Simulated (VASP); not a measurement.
# SiNi (Pmmn) in VASP: a series of runs

The runs below take SiNi through single point, with r2SCAN.

All numbers are computed with VASP 6.6.1; they aren't measurements. Logs are shortened: lines on timing, memory, paths and dates and some standing lists are left out, and cuts for length are marked.

## Step 1: The cell of the first run

It takes space group Pmmn (No. 59, orthorhombic). The conventional cell has a = 2.986 Å, b = 3.251 Å, c = 4.668 Å, α = 90.00°, β = 90.00°, γ = 90.00°. Within 3.1 Å of Si (site symmetry mm2) lie 6 Ni at 2.33 to 2.37 Å and 6 Si at 2.65 to 2.99 Å. Ni (site symmetry mm2) has 6 Si at 2.33 to 2.37 Å and 6 Ni at 2.65 to 2.99 Å within 3.1 Å.

## Step 2: Single point, r2SCAN

The input, POSCAR:

```
SiNi
1.0
    2.9862502058      0.0000000000      0.0000000000
    0.0000000000      3.2507778458      0.0000000000
    0.0000000000      0.0000000000      4.6676955607
Si Ni
2 2
Direct
    0.5000000000      0.5000000000      0.8436520584
    0.0000000000      0.0000000000      0.1563479416
    0.5000000000      0.5000000000      0.3432138754
    0.0000000000      0.0000000000      0.6567861246
```

The input, INCAR.step1:

```
SYSTEM = SiNi
ALGO = Normal
EDIFF = 1E-4
ENCUT = 520
GGA = PE
ISMEAR = 0
LASPH = .TRUE.
LCHARG = .FALSE.
LREAL = .FALSE.
LWAVE = .TRUE.
NBANDS = 22
NELM = 60
PREC = Accurate
SIGMA = 0.1
```

The input, INCAR.step2:

```
SYSTEM = SiNi
ALGO = Normal
EDIFF = 1E-7
ENCUT = 520
ISIF = 2
ISMEAR = 0
ISTART = 1
LASPH = .TRUE.
LCHARG = .TRUE.
LELF = .TRUE.
LMIXTAU = .TRUE.
LREAL = .FALSE.
LVHAR = .TRUE.
LWAVE = .FALSE.
METAGGA = R2SCAN
NBANDS = 22
NELM = 60
PREC = Accurate
SIGMA = 0.1
```

The input, KPOINTS:

```
k-points
0
G
  14 12 10
  0 0 0
```

Potentials or basis: VASP PAW PBE potentials, release 64 (Si, Ni).

Launch:

```console
$ cat potpaw_PBE.64/Si/POTCAR potpaw_PBE.64/Ni/POTCAR > POTCAR
$ cp INCAR.step1 INCAR
$ mpirun -np 1 vasp_std > vasp.out
$ cp INCAR.step2 INCAR
$ mpirun -np 1 vasp_std > vasp.out
```

OUTCAR:

```text
SYSTEM = SiNi
   EDIFF = 1E-7
   ENCUT = 520
   ISIF = 2
   ISMEAR = 0
   ISTART = 1
   LASPH = .TRUE.
   LREAL = .FALSE.
   METAGGA = R2SCAN
   NELM = 60
   PREC = Accurate

 ion  position               nearest neighbor table
   1  0.500  0.500  0.844-   3 2.33   3 2.34   4 2.37   4 2.37   4 2.37   4 2.37   2 2.65   2 2.65
                             2 2.65   2 2.65
   2  0.000  0.000  0.156-   4 2.33   4 2.34   3 2.37   3 2.37   3 2.37   3 2.37   1 2.65   1 2.65
                             1 2.65   1 2.65
   3  0.500  0.500  0.343-   1 2.33   1 2.34   2 2.37   2 2.37   2 2.37   2 2.37   4 2.65   4 2.65
                             4 2.65   4 2.65
   4  0.000  0.000  0.657-   2 2.33   2 2.34   1 2.37   1 2.37   1 2.37   1 2.37   3 2.65   3 2.65
                             3 2.65   3 2.65

  LATTYP: Found a simple orthorhombic cell.
 ALAT       =     2.9862502058
 B/A-ratio  =     1.0885818742
 C/A-ratio  =     1.5630624492

  Lattice vectors:

 A1 = (   2.9862502058,   0.0000000000,   0.0000000000)
 A2 = (   0.0000000000,   3.2507778458,   0.0000000000)
 A3 = (   0.0000000000,   0.0000000000,   4.6676955607)

Analysis of symmetry for initial positions (statically):
=====================================================================
 Subroutine PRICEL returns:
 Original cell was already a primitive cell.

 Routine SETGRP: Setting up the symmetry group for a
 simple orthorhombic supercell.

 Subroutine GETGRP returns: Found  8 space group operations
 (whereof  4 operations were pure point group operations)
 out of a pool of  8 trial point group operations.

The static configuration has the point symmetry C_2v.
 The point group associated with its full space group is D_2h.

Analysis of symmetry for dynamics (positions and initial velocities):
=====================================================================
 Subroutine PRICEL returns:
 Original cell was already a primitive cell.

 Routine SETGRP: Setting up the symmetry group for a
 simple orthorhombic supercell.

 Subroutine GETGRP returns: Found  8 space group operations
 (whereof  4 operations were pure point group operations)
 out of a pool of  8 trial point group operations.

The dynamic configuration has the point symmetry C_2v.
 The point group associated with its full space group is D_2h.

 Subroutine INISYM returns: Found  8 space group operations
 (whereof  4 operations are pure point group operations),
 and found     1 'primitive' translations

----------------------------------------------------------------------------------------

                                     Primitive cell

  volume of cell :      45.3123

  direct lattice vectors                    reciprocal lattice vectors
     2.986250206  0.000000000  0.000000000     0.334868123  0.000000000  0.000000000
     0.000000000  3.250777846  0.000000000     0.000000000  0.307618683  0.000000000
     0.000000000  0.000000000  4.667695561     0.000000000  0.000000000  0.214238480

  length of vectors
     2.986250206  3.250777846  4.667695561     0.334868123  0.307618683  0.214238480

  position of ions in fractional coordinates (direct lattice)
     0.500000000  0.500000000  0.843652058
     0.000000000  0.000000000  0.156347942
     0.500000000  0.500000000  0.343213875
     0.000000000  0.000000000  0.656786125

  ion indices of the primitive-cell ions
   primitive index   ion index
                 1           1
                 2           2
                 3           3
                 4           4

----------------------------------------------------------------------------------------

 KPOINTS: k-points

Automatic generation of k-mesh.
 Grid dimensions read from file:
 generate k-points for:   14   12   10

 Generating k-lattice:

  Cartesian coordinates                     Fractional coordinates (reciprocal lattice)
     0.023919152  0.000000000  0.000000000     0.071428571  0.000000000  0.000000000
     0.000000000  0.025634890  0.000000000     0.000000000  0.083333333  0.000000000
     0.000000000  0.000000000  0.021423848     0.000000000  0.000000000  0.100000000

  Length of vectors
     0.023919152  0.025634890  0.021423848

  Shift w.r.t. Gamma in fractional coordinates (k-lattice)
     0.000000000  0.000000000  0.000000000

 Subroutine IBZKPT returns following result:
 ===========================================

 Found    336 irreducible k-points:

 Following reciprocal coordinates:
            Coordinates               Weight
  0.000000  0.000000  0.000000      1.000000
  0.071429  0.000000  0.000000      2.000000
  0.142857  0.000000  0.000000      2.000000
  0.214286  0.000000  0.000000      2.000000
  0.285714  0.000000  0.000000      2.000000
  0.357143  0.000000  0.000000      2.000000
[... 16 lines left out ...]
  0.428571  0.166667  0.000000      4.000000
  0.500000  0.166667  0.000000      2.000000
 [... further k-points ...]
   k-points           NKPTS =    336   k-points in BZ     NKDIM =    336   number of bands    NBANDS=     22
   number of dos      NEDOS =    301   number of ions     NIONS =      4
   total plane-waves  NPLWV =  20736
   dimension x,y,z NGX =    24 NGY =   24 NGZ =   36
   dimension x,y,z NGXF=    48 NGYF=   48 NGZF=   72
   ions per type =               2   2
   NGX,Y,Z   is equivalent  to a cutoff of  13.36, 12.27, 12.82 a.u.
   NGXF,Y,Z  is equivalent  to a cutoff of  26.72, 24.55, 25.64 a.u.
 SYSTEM =  SiNi
   PREC   = accura    normal or accurate (medium, high low for compatibility)
   ISTART =      1    job   : 0-new  1-cont  2-samecut
   ICHARG =      0    charge: 1-file 2-atom 10-const
   ISPIN  =      1    spin polarized calculation?
   LNONCOLLINEAR =      F non collinear calculations
   LSORBIT =      F    spin-orbit coupling
   LASPH  =      T    aspherical Exc in radial PAW
   ENCUT  =  520.0 eV  38.22 Ry    6.18 a.u.   5.55  6.04  8.68*2*pi/ulx,y,z
   NELM   =     60;   NELMIN=  2; NELMDL=  0     # of ELM steps
   EDIFF  = 0.1E-06   stopping-criterion for ELM
   LREAL  =      F    real-space projection
   EDIFFG = 0.1E-05   stopping-criterion for IOM
   NSW    =      0    number of steps for IOM
   IBRION =     -1    ionic relax: 0-MD 1-quasi-New 2-CG
   NFREE  =      0    steps in history (QN), initial steepest desc. (CG)
   ISIF   =      2    stress and relaxation
   ISYM   =      2    0-nonsym 1-usesym 2-fastsym
   POTIM  = 0.5000    time-step for ionic-motion
   TEBEG  =    0.0;   TEEND  =   0.0 temperature during run
   PSTRESS=    0.0 pullay stress
   NELECT =      28.0000    total number of electrons
   NUPDOWN=      -1.0000    fix difference up-down
   EMIN   =  10.00;   EMAX   =-10.00  energy-range for DOS
   EFERMI =   0.00;   METHOD = LEGACY
   ISMEAR =     0;   SIGMA  =   0.10  broadening in eV -4-tet -1-fermi 0-gaus
   EFERMI_NEDOS =   21; number of points for ismear=-14 and -15
   IALGO  =     38    algorithm
   IMIX   =      4    mixing-type and parameters
     AMIX     =   0.40;   BMIX     =  1.00
     AMIX_MAG =   1.60;   BMIX_MAG =  1.00
  volume/ion in A,a.u.               =      11.33        76.45
  Fermi-wavevector in a.u.,A,eV,Ry     =   1.394405  2.635043 26.454685  1.944364
  Thomas-Fermi vector in A             =   2.517957
   LORBIT       =      0    0 simple, 1 ext, 2 COOP (PROOUT), +10 PAW based schemes
   METAGGA = R2SCAN    functional components
   LHFCALC =     F    Hartree Fock is set to
   AEXX    =    0.0000 exact exchange contribution
   IVDW    =     0    specifies the selected vdW correction
   LEPSILON=     F    determine dielectric tensor
   LRPA    =     F    only Hartree local field effects (RPA)
 non-spin polarized calculation
 Gauss-broadening in eV      SIGMA  =   0.10
  energy-cutoff  :      520.00
  volume of cell :       45.31
 maximum number of plane-waves:      1240
 NGX is ok and might be reduce to    24
   NGX = 11   NGY = 13   NGZ = 17

 number of electron      27.9999996 magnetization

 Free energy of the ion-electron system (eV)
  ---------------------------------------------------
  ext. energy  EPLUGINS =         0.00000000
  ---------------------------------------------------
  free energy    TOTEN  =       -43.10360612 eV

  energy without entropy =      -43.09806352  energy(sigma->0) =      -43.10083482

 E-fermi :  11.5935     XC(G=0): -13.5586

 val. band max:       11.5794472114   @ k =   0.2143   0.2500   0.1000
 cond. band min:      11.6157614390   @ k =   0.0000   0.0000   0.3000
 fundamental gap:      0.0363142276
 Fermi energy:        11.5935202543

 k-point     1 :       0.0000    0.0000    0.0000
  band No.  band energies     occupation
      1      -3.2435      2.00000
      2       2.9627      2.00000
      3       4.6619      2.00000
      4       7.1140      2.00000
      5       7.7437      2.00000
      6       8.4049      2.00000
[... 14 lines left out ...]
     21      20.1062      0.00000
     22      21.3491      0.00000

 k-point     2 :       0.0714    0.0000    0.0000
  band No.  band energies     occupation
      1      -3.1555      2.00000
      2       3.0290      2.00000
      3       4.7326      2.00000
      4       7.0877      2.00000
      5       7.7769      2.00000
      6       8.3581      2.00000
[... 14 lines left out ...]
     21      20.2048      0.00000
     22      21.4368      0.00000

 k-point     3 :       0.1429    0.0000    0.0000
  band No.  band energies     occupation
      1      -2.8922      2.00000
      2       3.2194      2.00000
      3       4.9407      2.00000
      4       6.8961      2.00000
      5       7.8720      2.00000
      6       8.2284      2.00000
[... 14 lines left out ...]
     21      20.4993      0.00000
     22      21.5974      0.00000
[... 476 lines left out ...]
 k-point    23 :       0.4286    0.1667    0.0000
  band No.  band energies     occupation
      1       0.1898      2.00000
      2       2.3243      2.00000
      3       5.7160      2.00000
      4       6.6739      2.00000
      5       6.8564      2.00000
      6       7.1384      2.00000
[... 14 lines left out ...]
     21      20.2008      0.00000
     22      21.3072      0.00000

 k-point    24 :       0.5000    0.1667    0.0000
  band No.  band energies     occupation
      1       1.2173      2.00000
      2       1.2173      2.00000
      3       6.2555      2.00000
      4       6.2555      2.00000
      5       6.9899      2.00000
      6       6.9899      2.00000
[... 14 lines left out ...]
     21      20.7674      0.00000
     22      20.7674      0.00000

 [... further k-points ...]
[... 5 lines left out ...]
  --------------------------------------------------------------------------------------
  -------------------------------------------------------------------------------------
  Total        0.0457086      0.0417377      0.0431135      0.0000000      0.0000000      0.0000000
  in kB        1.6161898      1.4757851      1.5244307      0.0000000      0.0000000      0.0000000
  external PRESSURE =       1.5388019 kB  Pullay stress =       0.0000000 kB

 VOLUME and BASIS-vectors are now :
 -----------------------------------------------------------------------------
  energy-cutoff  :      520.00
  volume of cell :       45.31
      direct lattice vectors                 reciprocal lattice vectors
     2.986250206  0.000000000  0.000000000     0.334868123  0.000000000  0.000000000
     0.000000000  3.250777846  0.000000000     0.000000000  0.307618683  0.000000000
     0.000000000  0.000000000  4.667695561     0.000000000  0.000000000  0.214238480

 POSITION                                       TOTAL-FORCE (eV/Angst)
 -----------------------------------------------------------------------------------
      1.49313      1.62539      3.93791         0.000000      0.000000     -0.005954
      0.00000      0.00000      0.72978         0.000000      0.000000      0.005954
      1.49313      1.62539      1.60202         0.000000      0.000000      0.008572
      0.00000      0.00000      3.06568         0.000000      0.000000     -0.008572
 -----------------------------------------------------------------------------------
    total drift:                                0.000000     -0.000000     -0.000000

  FREE ENERGIE OF THE ION-ELECTRON SYSTEM (eV)
  ---------------------------------------------------
  free  energy   TOTEN  =       -43.1036061229 eV

  energy  without entropy=      -43.0980635199  energy(sigma->0) =      -43.10083482
```

Wall time 5.8 min (1 thread of Intel Xeon 6975P-C (Granite Rapids), shared host); peak memory 0.38 GiB.

Results:

* Free energy: -43.1036 eV
* Pressure: 0.2 GPa
* Largest force: 0.009 eV/Å
* Band gap on the k mesh: zero (bands 14 and 15 overlap by 2.42 eV)

Forces on the atoms (eV/Å):
```
Si   0.000  0.000 -0.006
Si   0.000  0.000  0.006
Ni   0.000  0.000  0.009
Ni   0.000  0.000 -0.009
```

Levels at points of the mesh, in eV from the Fermi level:
| k point | band 11 | band 12 | band 13 | band 14 | band 15 | band 16 | band 17 | band 18 |
| --- | --- | --- | --- | --- | --- | --- | --- | --- |
| (0.00, 0.00, 0.00) | -2.48 | -2.09 | -2.05 | -1.22 | 0.95 | 3.31 | 5.58 | 5.73 |
| (0.50, 0.00, 0.00) | -2.68 | -2.68 | -1.80 | -1.80 | 1.88 | 1.88 | 3.72 | 3.72 |
| (0.00, 0.50, 0.00) | -2.38 | -2.38 | -2.29 | -2.29 | 1.39 | 1.39 | 5.03 | 5.03 |
| (0.50, 0.50, 0.00) | -2.20 | -2.20 | -1.76 | -1.76 | 1.67 | 1.67 | 2.09 | 2.09 |
| (0.00, 0.00, 0.50) | -2.84 | -2.10 | 1.28 | 2.00 | 2.29 | 2.79 | 2.98 | 3.82 |
| (0.50, 0.00, 0.50) | -2.29 | -2.29 | -1.61 | -1.61 | 3.97 | 3.97 | 5.76 | 5.76 |
| (0.00, 0.50, 0.50) | -2.13 | -2.13 | -2.12 | -2.12 | 5.47 | 5.47 | 5.62 | 5.62 |
| (0.50, 0.50, 0.50) | -2.21 | -2.21 | -1.68 | -1.68 | -0.43 | -0.43 | 1.14 | 1.14 |

Caveat: the PAW data sets were made with another functional, which shifts forces and pressure a little. Spin polarisation is off, so any magnetic state and its effect on volume and gap are missing.

## Step 3: Single point, r2SCAN

POSCAR is that of step 2.

The input, INCAR.step1:

```
PREC = Accurate
ENCUT = 520
ISMEAR = 0
SIGMA = 0.1
LREAL = F
LASPH = T
NELM = 60
NBANDS = 22
GGA = PE
ALGO = Normal
EDIFF = 1E-4
LWAVE = T
LCHARG = F
```

The input, INCAR.step2:

```
PREC = Accurate
ENCUT = 520
EDIFF = 1E-7
ISMEAR = 0
SIGMA = 0.1
LREAL = F
LASPH = T
NELM = 60
ALGO = Normal
ISIF = 2
LWAVE = F
LCHARG = F
METAGGA = R2SCAN
LMIXTAU = T
NBANDS = 22
ISTART = 1
```

The input, KPOINTS:

```
Automatic mesh
0
Gamma
  14 12 10
```

Potentials or basis: VASP PAW PBE potentials, release 64 (Si, Ni).

Launch:

```console
$ cat potpaw_PBE.64/Si/POTCAR potpaw_PBE.64/Ni/POTCAR > POTCAR
$ cp INCAR.step1 INCAR
$ mpirun -np 1 vasp_std > vasp.out
$ cp INCAR.step2 INCAR
$ mpirun -np 1 vasp_std > vasp.out
```

Wall time 5.9 min (1 thread of Intel Xeon 6975P-C (Granite Rapids), shared host); peak memory 0.39 GiB.

The run converged. Its results:

| Property | Result |
| --- | --- |
| Free energy | -43.1036 eV |
| Pressure | 0.2 GPa |
| Largest force | 0.009 eV/Å |
| Band gap on the k mesh | zero (bands 14 and 15 overlap by 2.42 eV) |

Forces in eV/Å, atoms in the order of the input:
```
Si   0.000  0.000 -0.006
Si   0.000  0.000  0.006
Ni   0.000  0.000  0.009
Ni   0.000  0.000 -0.009
```

Levels at points of the mesh, in eV from the Fermi level:
```csv
k point,band 12,band 13,band 14,band 15,band 16,band 17
"(0.00, 0.00, 0.00)",-2.09,-2.05,-1.22,0.95,3.31,5.58
"(0.50, 0.00, 0.00)",-2.68,-1.80,-1.80,1.88,1.88,3.72
"(0.00, 0.50, 0.00)",-2.38,-2.29,-2.29,1.39,1.39,5.03
"(0.50, 0.50, 0.00)",-2.20,-1.76,-1.76,1.67,1.67,2.09
"(0.00, 0.00, 0.50)",-2.10,1.28,2.00,2.29,2.79,2.98
"(0.50, 0.00, 0.50)",-2.29,-1.61,-1.61,3.97,3.97,5.76
"(0.00, 0.50, 0.50)",-2.13,-2.12,-2.12,5.47,5.47,5.62
"(0.50, 0.50, 0.50)",-2.21,-1.68,-1.68,-0.43,-0.43,1.14
```

Caveat: the PAW data sets were made with another functional, which shifts forces and pressure a little. Spin polarisation is off, so any magnetic state and its effect on volume and gap are missing.

The gap in the log of VASP goes by the Fermi energy; the results here count the filled bands.